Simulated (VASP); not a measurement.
# InSb (F-43m) in VASP: notebook, part 2 of 2

VASP 6.6.1.

## Step 3: Single point, revPBE

This run uses another cell than the first one, of 33.98 Å³/atom, 1.054 times its volume.

Input file INCAR:

```
ALGO = Normal ; EDIFF = 1E-6
ENCUT = 520 ; GGA = RE
ISIF = 2 ; ISMEAR = 0
LASPH = True ; LCHARG = False
LREAL = False ; LWAVE = False
NBANDS = 16 ; NELM = 100
PREC = Accurate ; SIGMA = 0.05
```

Input file KPOINTS:

```
k-points
0
Gamma
  6 6 6
```

Input file POSCAR:

```
InSb
1.0
    0.0000000000      3.2391003701      3.2391003701
    3.2391003701      0.0000000000      3.2391003701
    3.2391003701      3.2391003701      0.0000000000
In Sb
1 1
Direct
    0.0000000000      0.0000000000      0.0000000000
    0.7500000000      0.7500000000      0.7500000000
```

Potentials or basis: VASP PAW PBE potentials, release 64 (In_d, Sb).

Command:

```bash
$ cat potpaw_PBE.64/In_d/POTCAR potpaw_PBE.64/Sb/POTCAR > POTCAR
$ mpirun -np 1 vasp_std > vasp.out
```

OUTCAR:

```text
EDIFF = 1E-6
   ENCUT = 520
   GGA = RE
   ISIF = 2
   ISMEAR = 0
   LASPH = True
   LREAL = False
   NELM = 100
   PREC = Accurate

 ion  position               nearest neighbor table
   1  0.000  0.000  0.000-   2 2.81   2 2.81   2 2.81   2 2.81
   2  0.750  0.750  0.750-   1 2.81   1 2.81   1 2.81   1 2.81

  LATTYP: Found a face centered cubic cell.
 ALAT       =     6.4782007402

  Lattice vectors:

 A1 = (   0.0000000000,   3.2391003701,   3.2391003701)
 A2 = (   3.2391003701,   0.0000000000,   3.2391003701)
 A3 = (   3.2391003701,   3.2391003701,   0.0000000000)

Analysis of symmetry for initial positions (statically):
=====================================================================
 Subroutine PRICEL returns:
 Original cell was already a primitive cell.

 Routine SETGRP: Setting up the symmetry group for a
 face centered cubic supercell.

 Subroutine GETGRP returns: Found 24 space group operations
 (whereof 24 operations were pure point group operations)
 out of a pool of 48 trial point group operations.

The static configuration has the point symmetry T_d .

Analysis of symmetry for dynamics (positions and initial velocities):
=====================================================================
 Subroutine PRICEL returns:
 Original cell was already a primitive cell.

 Routine SETGRP: Setting up the symmetry group for a
 face centered cubic supercell.

 Subroutine GETGRP returns: Found 24 space group operations
 (whereof 24 operations were pure point group operations)
 out of a pool of 48 trial point group operations.

The dynamic configuration has the point symmetry T_d .

 Subroutine INISYM returns: Found 24 space group operations
 (whereof 24 operations are pure point group operations),
 and found     1 'primitive' translations

----------------------------------------------------------------------------------------

[... 102 lines left out ...]
     AMIX     =   0.40;   BMIX     =  1.00
     AMIX_MAG =   1.60;   BMIX_MAG =  1.00
  volume/ion in A,a.u.               =      33.98       229.33
  Fermi-wavevector in a.u.,A,eV,Ry     =   1.051311  1.986690 15.037908  1.105255
  Thomas-Fermi vector in A             =   2.186349
   LORBIT       =      0    0 simple, 1 ext, 2 COOP (PROOUT), +10 PAW based schemes
   GGA     = RE    functional components
   LHFCALC =     F    Hartree Fock is set to
   AEXX    =    0.0000 exact exchange contribution
   IVDW    =     0    specifies the selected vdW correction
   LEPSILON=     F    determine dielectric tensor
   LRPA    =     F    only Hartree local field effects (RPA)
 non-spin polarized calculation
 Gauss-broadening in eV      SIGMA  =   0.05
  energy-cutoff  :      520.00
  volume of cell :       67.97
 maximum number of plane-waves:      1853
 NGX is ok and might be reduce to    36
   NGX = 17   NGY = 17   NGZ = 17

 number of electron      17.9999993 magnetization

 Free energy of the ion-electron system (eV)
  ---------------------------------------------------
  ext. energy  EPLUGINS =         0.00000000
  ---------------------------------------------------
  free energy    TOTEN  =        -6.28672714 eV

  energy without entropy =       -6.28636993  energy(sigma->0) =       -6.28654853

 E-fermi :   5.2134     XC(G=0):  -8.5575

 val. band max:        5.1981347242   @ k =   0.0000   0.0000   0.0000
 cond. band min:       5.7965800709   @ k =   0.5000   0.0000   0.0000
 fundamental gap:      0.5984453467
 Fermi energy:         5.2133664906

 k-point     1 :       0.0000    0.0000    0.0000
  band No.  band energies     occupation
      1      -9.4338      2.00000
      2      -9.4338      2.00000
      3      -9.4338      2.00000
      4      -9.3499      2.00000
      5      -9.3499      2.00000
      6      -5.4954      2.00000
[... 281 lines left out ...]
      3      -9.3921      2.00000
      4      -9.3622      2.00000
      5      -9.3452      2.00000
      6      -3.4929      2.00000
[... 8 lines left out ...]
     15      15.0088      0.00000
     16      15.6961      0.00000

------------------------ aborting loop because EDIFF is reached ----------------------------------------

  FORCE on cell =-STRESS in cart. coord.  units (eV):
  Direction    XX          YY          ZZ          XY          YZ          ZX
  --------------------------------------------------------------------------------------
  -------------------------------------------------------------------------------------
  Total        1.8092377      1.8092377      1.8092377      0.0000000      0.0000000      0.0000000
  in kB       42.6484253     42.6484253     42.6484253      0.0000000      0.0000000      0.0000000
  external PRESSURE =      42.6484253 kB  Pullay stress =       0.0000000 kB

 VOLUME and BASIS-vectors are now :
 -----------------------------------------------------------------------------
  energy-cutoff  :      520.00
  volume of cell :       67.97
      direct lattice vectors                 reciprocal lattice vectors
     0.000000000  3.239100370  3.239100370    -0.154363849  0.154363849  0.154363849
     3.239100370  0.000000000  3.239100370     0.154363849 -0.154363849  0.154363849
     3.239100370  3.239100370  0.000000000     0.154363849  0.154363849 -0.154363849

 POSITION                                       TOTAL-FORCE (eV/Angst)
 -----------------------------------------------------------------------------------
      0.00000      0.00000      0.00000         0.000000      0.000000      0.000000
      4.85865      4.85865      4.85865        -0.000000     -0.000000     -0.000000
 -----------------------------------------------------------------------------------
    total drift:                                0.000000      0.000000      0.000000

  FREE ENERGIE OF THE ION-ELECTRON SYSTEM (eV)
  ---------------------------------------------------
  free  energy   TOTEN  =        -6.2867271388 eV

  energy  without entropy=       -6.2863699294  energy(sigma->0) =       -6.28654853
```

OSZICAR:

```text
N       E                     dE             d eps       ncg     rms          rms(c)
DAV:   1     0.116139617550E+03    0.11614E+03   -0.80099E+03   512   0.114E+03
DAV:   2     0.116167431460E+01   -0.11498E+03   -0.11170E+03   608   0.287E+02
DAV:   3    -0.615163947063E+01   -0.73133E+01   -0.72922E+01   616   0.725E+01
DAV:   4    -0.636016259429E+01   -0.20852E+00   -0.20849E+00   672   0.142E+01
DAV:   5    -0.637140909469E+01   -0.11247E-01   -0.11246E-01   760   0.270E+00    0.418E+00
DAV:   6    -0.628789959718E+01    0.83509E-01   -0.14460E-01   736   0.562E+00    0.248E+00
DAV:   7    -0.628204035998E+01    0.58592E-02   -0.74256E-02   704   0.243E+00    0.671E-01
DAV:   8    -0.628534647223E+01   -0.33061E-02   -0.89731E-03   600   0.105E+00    0.229E-01
DAV:   9    -0.628639486555E+01   -0.10484E-02   -0.12347E-03   624   0.268E-01    0.768E-02
DAV:  10    -0.628662388371E+01   -0.22902E-03   -0.18556E-04   608   0.929E-02    0.280E-02
DAV:  11    -0.628672282532E+01   -0.98942E-04   -0.19315E-04   584   0.873E-02    0.155E-02
DAV:  12    -0.628672551265E+01   -0.26873E-05   -0.32469E-06   688   0.147E-02    0.774E-03
DAV:  13    -0.628672733733E+01   -0.18247E-05   -0.65060E-06   592   0.139E-02    0.378E-03
DAV:  14    -0.628672713879E+01    0.19854E-06   -0.10065E-07   552   0.288E-03
   1 F= -.62867271E+01 E0= -.62865485E+01  d E =-.357209E-03
```

It took 10 s on 1 thread of Intel Xeon 6975P-C (Granite Rapids), shared host; peak memory 0.21 GiB.

Results:

* Free energy: -6.2867 eV
* Pressure: 4.3 GPa
* Band gap on the k mesh: zero (filled and empty bands touch)

Caveat: the PAW data sets were made with another functional, which shifts forces and pressure a little; spin-orbit coupling is left out, which moves the levels of the heavy elements.
